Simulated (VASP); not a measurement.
A run of VASP 6.6.1 is set up as follows.

Contents of INCAR:

```
PREC     = Accurate       # precision mode
ENCUT    = 520            # plane-wave cutoff, eV
EDIFF    = 1E-7           # SCF threshold, eV
ISMEAR   = 0              # smearing method
SIGMA    = 0.05           # smearing width, eV
LREAL    = F              # projectors in reciprocal space
LASPH    = T              # aspherical terms in the spheres
NELM     = 100            # most SCF steps
ALGO     = Normal         # electronic algorithm
ISIF     = 2              # what is computed and relaxed
LWAVE    = F              # write WAVECAR
LCHARG   = F              # write CHGCAR
GGA      = PE             # functional
NBANDS   = 11             # bands
```

File KPOINTS:

```
regular mesh
0
Gamma
  10 10 10
```

Contents of POSCAR:

```
Si
1.0
    0.0000000000      2.6579266786      2.9646514173
    2.6579266786      0.0000000000      2.9646514173
    2.6579266786      2.6579266786      0.0000000000
Si
2
Direct
    0.5000000000      0.5000000000      0.5000000000
    0.7500000000      0.7500000000      0.7500000000
```

Potentials or basis: VASP PAW PBE potentials, release 64 (Si).

Launch:

```bash
$ cat potpaw_PBE.64/Si/POTCAR > POTCAR
$ mpirun -np 1 vasp_std > vasp.out
```

Estimate the pressure.

-2.3 GPa.

Predict the band gap on the k mesh.

0.07 eV (least direct gap 1.61 eV).

Stress tensor (GPa, compression positive):
```
  1.78   0.00   0.00
  0.00   1.78   0.00
  0.00   0.00 -10.44
```

A k mesh can miss the band edges.
